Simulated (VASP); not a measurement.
# Si33C31 (a cell with a defect) in VASP: a series of runs, part 2 of 4

VASP 6.6.1.

### Step 3. Single point, PBEsol

Contents of INCAR:

```
SYSTEM = Si33C31
PREC     = Accurate       ! precision mode
ENCUT    = 520            ! plane-wave cutoff, eV
EDIFF    = 1E-6           ! SCF threshold, eV
ISMEAR   = -1             ! smearing method
SIGMA    = 0.05           ! smearing width, eV
LREAL    = Auto         
LASPH    = .True.         ! aspherical terms in the spheres
NELM     = 120            ! most SCF steps
ALGO     = Normal         ! electronic algorithm
ISIF     = 2              ! what is computed and relaxed
LWAVE    = .False.        ! write WAVECAR
LCHARG   = .True.         ! write CHGCAR
GGA      = PS             ! functional
LELF     = .True.         ! ELF
LVHAR    = .True.       
NBANDS   = 166            ! bands
NELECT   = 254.0        
ISYM     = -1           
GGA_COMPAT= .False.
```

Contents of KPOINTS:

```
explicit points
1
Reciprocal
  0.25000000   0.25000000   0.25000000 1
```

Contents of POSCAR:

```
Si33C31
1.0
    8.7137060000      0.0000000000      0.0000000000
    0.0000000000      8.7137060000      0.0000000000
    0.0000000000      0.0000000000      8.7137060000
Si C
33 31
Direct
    0.0007900000      0.0005150000      0.0003730000
    0.0037150000      0.0039410000      0.4994550000
    0.0028190000      0.4989410000      0.0023620000
    0.0025160000      0.4984850000      0.5015520000
    0.4992970000      0.0034250000      0.0027680000
    0.4984920000      0.0043830000      0.4999070000
    0.5015320000      0.4998210000      0.0006880000
    0.4798150000      0.4801780000      0.4789300000
    0.6216650000      0.6182590000      0.6276750000
    0.2501870000      0.2502560000      0.9999680000
    0.2465000000      0.2468740000      0.4987740000
    0.2482240000      0.7533630000      0.0018860000
    0.2491970000      0.7495460000      0.4993460000
    0.7525090000      0.2472340000      0.0029190000
    0.7500580000      0.2495800000      0.4998090000
    0.7504270000      0.7495390000      0.0008730000
    0.7715440000      0.7768320000      0.4815940000
    0.2499010000      0.0006110000      0.2495310000
    0.2466740000      0.0043180000      0.7505390000
    0.2475990000      0.4987910000      0.2470930000
    0.2490330000      0.4988990000      0.7484010000
    0.7522200000      0.0037510000      0.2469450000
    0.7503910000      0.0039730000      0.7513160000
    0.7479270000      0.4984380000      0.2482320000
    0.7735730000      0.4815340000      0.7678200000
    0.0004530000      0.2501920000      0.2497480000
    0.0042070000      0.2465320000      0.7508190000
    0.0028370000      0.7533860000      0.2475230000
    0.0025740000      0.7494040000      0.7512370000
    0.4987840000      0.2474350000      0.2465810000
    0.4996320000      0.2493650000      0.7495050000
    0.4987050000      0.7484650000      0.2482090000
    0.4828180000      0.7776610000      0.7661560000
    0.1252130000      0.1249440000      0.1253380000
    0.1252470000      0.1247190000      0.6252060000
    0.1249830000      0.6241440000      0.1252640000
    0.1255550000      0.6254550000      0.6251210000
    0.6246740000      0.1245590000      0.1255470000
    0.6254170000      0.1259080000      0.6251490000
    0.6253680000      0.6254230000      0.1248530000
    0.3750000000      0.3752160000      0.1241020000
    0.3692780000      0.3689990000      0.6251620000
    0.3753870000      0.8755900000      0.1252310000
    0.3690200000      0.8823390000      0.6233150000
    0.8758480000      0.3751140000      0.1258860000
    0.8826910000      0.3675960000      0.6247740000
    0.8750050000      0.8750620000      0.1255450000
    0.8796630000      0.8800890000      0.6280970000
    0.3740510000      0.1256380000      0.3737100000
    0.3749730000      0.1253100000      0.8755350000
    0.3689310000      0.6253770000      0.3688060000
    0.3743900000      0.6236760000      0.8755060000
    0.8755470000      0.1248430000      0.3752130000
    0.8768310000      0.1251730000      0.8764500000
    0.8744960000      0.6224940000      0.3759410000
    0.8818060000      0.6261440000      0.8812510000
    0.1248640000      0.3748460000      0.3742970000
    0.1259700000      0.3749110000      0.8756640000
    0.1248460000      0.8754160000      0.3753950000
    0.1256010000      0.8758830000      0.8754590000
    0.6252880000      0.3688130000      0.3689640000
    0.6249300000      0.3696410000      0.8798840000
    0.6223060000      0.8783440000      0.3728200000
    0.6271660000      0.8814880000      0.8804810000
```

Potentials or basis: VASP PAW PBE potentials, release 64 (Si, C).

On the command line:

```sh
$ cat potpaw_PBE.64/Si/POTCAR potpaw_PBE.64/C/POTCAR > POTCAR
$ mpirun -np 1 vasp_std > vasp.out
```

Run time: 2.8 min. Hardware: 1 thread of AMD EPYC 9R45 (Zen 5), shared host; peak memory 0.65 GiB.

The run converged. Its results:

```
Free energy   : -518.3486 eV
Largest force : 0.322 eV/Å
```

Forces on the atoms (eV/Å):
```
Si  -0.004 -0.036  0.031
Si  -0.053 -0.074  0.012
Si   0.041 -0.026  0.068
Si  -0.002  0.065 -0.075
Si  -0.001 -0.024  0.021
Si   0.048 -0.027 -0.032
Si  -0.046  0.020  0.022
Si   0.000 -0.019  0.010
Si   0.011  0.232 -0.223
Si   0.002 -0.020  0.031
Si   0.036  0.028 -0.016
Si   0.014 -0.111  0.010
Si  -0.027 -0.021 -0.019
Si   0.025 -0.035  0.056
Si  -0.036 -0.050 -0.046
Si  -0.018  0.020  0.040
Si  -0.093 -0.262  0.101
Si   0.001 -0.030  0.018
Si  -0.001 -0.024  0.136
Si  -0.030 -0.006 -0.022
Si   0.031  0.022  0.016
Si  -0.039 -0.054  0.030
Si   0.014 -0.046 -0.023
Si   0.033  0.044  0.051
Si   0.070 -0.110  0.258
Si  -0.002 -0.023  0.021
Si   0.036 -0.040  0.171
Si  -0.041 -0.138  0.041
Si  -0.002  0.037 -0.035
Si  -0.004 -0.011  0.001
Si  -0.020 -0.020 -0.014
Si   0.028  0.020  0.023
Si   0.005 -0.177  0.180
C    0.003  0.032 -0.024
C   -0.009  0.036 -0.065
C    0.010  0.056 -0.025
C    0.006 -0.005  0.016
C    0.010  0.044 -0.032
C    0.006  0.015  0.013
C    0.008 -0.005 -0.015
C    0.005 -0.005  0.004
C   -0.009 -0.018 -0.021
C   -0.007  0.021 -0.004
C    0.025 -0.010 -0.100
C   -0.012  0.003 -0.033
C   -0.100  0.113 -0.078
C    0.006  0.029 -0.030
C    0.070  0.078  0.023
C   -0.015  0.008  0.007
C   -0.005  0.012 -0.022
C    0.009  0.024  0.022
C   -0.065  0.101  0.030
C    0.018  0.036  0.000
C   -0.013  0.050 -0.043
C    0.115  0.052 -0.131
C   -0.056 -0.011 -0.080
C    0.005 -0.016  0.010
C   -0.027  0.000 -0.040
C    0.029  0.037 -0.004
C    0.000  0.026 -0.031
C    0.007 -0.005  0.010
C    0.040  0.086 -0.098
C   -0.034  0.088 -0.085
C    0.004  0.021 -0.013
```

Levels at points of the mesh, in eV from the Fermi level:
```csv
k point,band 124,band 125,band 126,band 127,band 128,band 129,band 130,band 131
"(0.25, 0.25, 0.25)",-0.70,-0.69,-0.62,-0.10,0.10,1.69,1.94,1.96
```

Caveat: the cell carries a net charge on a neutralising background, which shifts energy and pressure; the cell is charged against a uniform background, so pressure and absolute levels hang on convention; the PAW data sets were made with another functional, which shifts forces and pressure a little.

### Step 4. Single point, PBEsol

Contents of INCAR:

```
SYSTEM = Si33C31
ALGO     = Normal         ! electronic algorithm
EDIFF    = 1E-6           ! SCF threshold, eV
ENCUT    = 520            ! plane-wave cutoff, eV
GGA      = PS             ! functional
GGA_COMPAT= .FALSE.      
ISIF     = 2              ! what is computed and relaxed
ISMEAR   = -1             ! smearing method
ISYM     = -1           
LASPH    = .TRUE.         ! aspherical terms in the spheres
LCHARG   = .TRUE.         ! write CHGCAR
LELF     = .TRUE.         ! ELF
LREAL    = Auto         
LVHAR    = .TRUE.       
LWAVE    = .FALSE.        ! write WAVECAR
NBANDS   = 166            ! bands
NELECT   = 258.0        
NELM     = 120            ! most SCF steps
PREC     = Accurate       ! precision mode
SIGMA    = 0.05           ! smearing width, eV
```

KPOINTS is that of step 3.

Contents of POSCAR:

```
Si33C31
1.0
    8.7137060000      0.0000000000      0.0000000000
    0.0000000000      8.7137060000      0.0000000000
    0.0000000000      0.0000000000      8.7137060000
Si C
33 31
Direct
    0.9990790000      0.9990700000      0.9988830000
    0.0019930000      0.0020030000      0.4984160000
    0.0020190000      0.4985760000      0.0018370000
    0.0001740000      0.4989470000      0.4988010000
    0.4985740000      0.0020430000      0.0018430000
    0.4989900000      0.0001640000      0.4987660000
    0.4989890000      0.4989640000      0.9999840000
    0.4817730000      0.4817640000      0.4815840000
    0.6254600000      0.6256090000      0.6253660000
    0.2510180000      0.2510180000      0.9987980000
    0.2484550000      0.2484400000      0.4984030000
    0.2482280000      0.7514000000      0.0015920000
    0.2505090000      0.7513050000      0.4985130000
    0.7514090000      0.2482290000      0.0015980000
    0.7513220000      0.2505260000      0.4985150000
    0.7514650000      0.7514330000      0.9992110000
    0.7689830000      0.7689490000      0.4809660000
    0.2510380000      0.9989540000      0.2507370000
    0.2482320000      0.0017540000      0.7510950000
    0.2484410000      0.4985490000      0.2481730000
    0.2505230000      0.4986970000      0.7510550000
    0.7514010000      0.0017350000      0.2479500000
    0.7514520000      0.9993900000      0.7511670000
    0.7513470000      0.4986840000      0.2502550000
    0.7689350000      0.4811350000      0.7686950000
    0.9989770000      0.2510100000      0.2507140000
    0.0017120000      0.2482520000      0.7511010000
    0.0017520000      0.7513900000      0.2479590000
    0.9993810000      0.7514220000      0.7511650000
    0.4985490000      0.2484600000      0.2481540000
    0.4987140000      0.2505140000      0.7510350000
    0.4987180000      0.7513080000      0.2502130000
    0.4810310000      0.7690740000      0.7688110000
    0.1253050000      0.1253030000      0.1250580000
    0.1254250000      0.1254320000      0.6250620000
    0.1254380000      0.6252970000      0.1252370000
    0.1254280000      0.6255070000      0.6252750000
    0.6252850000      0.1254490000      0.1252270000
    0.6255190000      0.1254200000      0.6252570000
    0.6255210000      0.6254820000      0.1251930000
    0.3749410000      0.3749630000      0.1251370000
    0.3696560000      0.3696520000      0.6259870000
    0.3748920000      0.8758250000      0.1253730000
    0.3697050000      0.8814720000      0.6243480000
    0.8758290000      0.3748800000      0.1253950000
    0.8814490000      0.3697280000      0.6243720000
    0.8758420000      0.8758220000      0.1251130000
    0.8811250000      0.8811230000      0.6259680000
    0.3749520000      0.1253780000      0.3747230000
    0.3748580000      0.1256470000      0.8755930000
    0.3696270000      0.6262090000      0.3693770000
    0.3697140000      0.6245750000      0.8812770000
    0.8758100000      0.1256160000      0.3746500000
    0.8758100000      0.1253690000      0.8755750000
    0.8814860000      0.6245970000      0.3694890000
    0.8811150000      0.6261630000      0.8808860000
    0.1253840000      0.3749460000      0.3747330000
    0.1256090000      0.3748930000      0.8755630000
    0.1256190000      0.8758190000      0.3746740000
    0.1253400000      0.8758100000      0.8755760000
    0.6262040000      0.3696160000      0.3694120000
    0.6246110000      0.3696920000      0.8812420000
    0.6246140000      0.8814690000      0.3694870000
    0.6262030000      0.8811570000      0.8808890000
```

On the command line:

```sh
$ cat potpaw_PBE.64/Si/POTCAR potpaw_PBE.64/C/POTCAR > POTCAR
$ mpirun -np 1 vasp_std > vasp.out
```

It took 2.7 min on 1 thread of AMD EPYC 9R45 (Zen 5), shared host; peak memory 0.65 GiB.

It converged, with:

```yaml
Free_energy: -480.9995 eV
Largest_force: 0.121 eV/Å
```

Forces in eV/Å, atoms in the order of the input:
```
Si   0.053  0.055  0.038
Si   0.057  0.056  0.039
Si   0.055  0.058  0.039
Si   0.042  0.053  0.035
Si   0.059  0.053  0.037
Si   0.046  0.041  0.039
Si   0.048  0.047  0.030
Si   0.055  0.058  0.040
Si   0.006  0.007  0.007
Si  -0.058 -0.051  0.040
Si  -0.062 -0.061  0.039
Si  -0.062 -0.059  0.047
Si  -0.050 -0.041  0.040
Si  -0.059 -0.061  0.046
Si  -0.043 -0.054  0.039
Si  -0.052 -0.047  0.039
Si  -0.069 -0.064  0.049
Si  -0.058  0.060 -0.039
Si  -0.063  0.063 -0.040
Si  -0.061  0.055 -0.048
Si  -0.051  0.054 -0.032
Si  -0.057  0.065 -0.046
Si  -0.050  0.056 -0.039
Si  -0.045  0.054 -0.039
Si  -0.066  0.064 -0.056
Si   0.059 -0.055 -0.035
Si   0.069 -0.064 -0.041
Si   0.064 -0.054 -0.045
Si   0.056 -0.047 -0.037
Si   0.053 -0.062 -0.044
Si   0.052 -0.053 -0.029
Si   0.052 -0.040 -0.036
Si   0.070 -0.075 -0.065
C    0.010  0.006  0.011
C    0.005  0.010  0.005
C    0.005  0.003  0.002
C    0.012  0.003  0.004
C    0.007  0.005  0.005
C    0.004  0.011  0.006
C    0.006  0.005  0.010
C   -0.001 -0.004  0.009
C    0.000  0.000 -0.016
C   -0.002 -0.005  0.002
C    0.002 -0.004  0.002
C   -0.002 -0.003 -0.001
C   -0.008  0.003  0.000
C   -0.014 -0.012  0.001
C    0.001 -0.001  0.006
C   -0.003  0.007 -0.004
C    0.001 -0.005 -0.006
C    0.002 -0.018  0.006
C   -0.003  0.008 -0.004
C    0.001  0.000 -0.003
C   -0.007 -0.002 -0.006
C   -0.008  0.004  0.006
C    0.003  0.005  0.003
C    0.006 -0.006 -0.004
C    0.000 -0.007  0.002
C   -0.002 -0.002 -0.007
C    0.003 -0.010 -0.008
C   -0.016  0.005  0.001
C    0.003  0.003 -0.002
C    0.006 -0.010  0.001
C    0.000 -0.001  0.009
```

Levels at points of the mesh, in eV from the Fermi level:
| k point | band 126 | band 127 | band 128 | band 129 | band 130 | band 131 | band 132 | band 133 |
| --- | --- | --- | --- | --- | --- | --- | --- | --- |
| (0.25, 0.25, 0.25) | -2.20 | -1.65 | -1.65 | -0.12 | 0.15 | 0.16 | 1.32 | 1.33 |

Caveat: the cell carries a net charge on a neutralising background, which shifts energy and pressure; the cell is charged against a uniform background, so pressure and absolute levels hang on convention; the PAW data sets were made with another functional, which shifts forces and pressure a little.

(Part 2 of 4 ends here.)
